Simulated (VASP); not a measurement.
Input of a VASP 6.6.1 run:

File POSCAR:

```
Pt
1.0
    2.7606656158      0.0000000000      0.0000000000
   -1.3803328079      2.3908065546      0.0000000000
    0.0000000000      0.0000000000      5.0317407000
Pt
2
Direct
    0.6666666667      0.3333333333      0.7500000000
    0.3333333333      0.6666666667      0.2500000000
```

Contents of INCAR.step1:

```
SYSTEM = Pt
PREC = Accurate ; ENCUT = 630
ISMEAR = 0 ; SIGMA = 0.15
LREAL = .False. ; LASPH = .True.
NELM = 120 ; NBANDS = 25
GGA = PE ; ALGO = Normal
EDIFF = 1E-5 ; LWAVE = .True.
LCHARG = .False. ; GGA_COMPAT = .False.
```

INCAR.step2

```
SYSTEM = Pt
PREC = Accurate ; ENCUT = 630
EDIFF = 1E-6 ; ISMEAR = 0
SIGMA = 0.15 ; LREAL = .False.
LASPH = .True. ; NELM = 120
ALGO = Normal ; ISIF = 2
LWAVE = .False. ; LCHARG = .True.
METAGGA = R2SCAN ; LMIXTAU = .True.
LELF = .True. ; LVHAR = .True.
NBANDS = 25 ; ISTART = 1
GGA_COMPAT = .False.
```

Contents of KPOINTS:

```
regular mesh
0
Gamma
  18 18 10
  0 0 0
```

Potentials or basis: VASP PAW PBE potentials, release 64 (Pt_sv_GW).

Launch:

```sh
$ cat potpaw_PBE.64/Pt_sv_GW/POTCAR > POTCAR
$ cp INCAR.step1 INCAR
$ mpirun -np 1 vasp_std > vasp.out
$ cp INCAR.step2 INCAR
$ mpirun -np 1 vasp_std > vasp.out
```

Estimate the pressure.

-15.2 GPa.

Predict the band gap on the k mesh.

zero (bands 18 and 19 overlap by 1.36 eV).

Stress tensor (GPa, compression positive):
```
-13.88   0.00   0.00
  0.00 -13.88   0.00
  0.00   0.00 -17.82
```

Caveat: the cell differs from its parent crystal (strain +0.000 along x and y, +0.050 along z); the cell stands under tension; the PAW data sets were made with another functional, which shifts forces and pressure a little; spin-orbit coupling is left out, which moves the levels of the heavy elements.
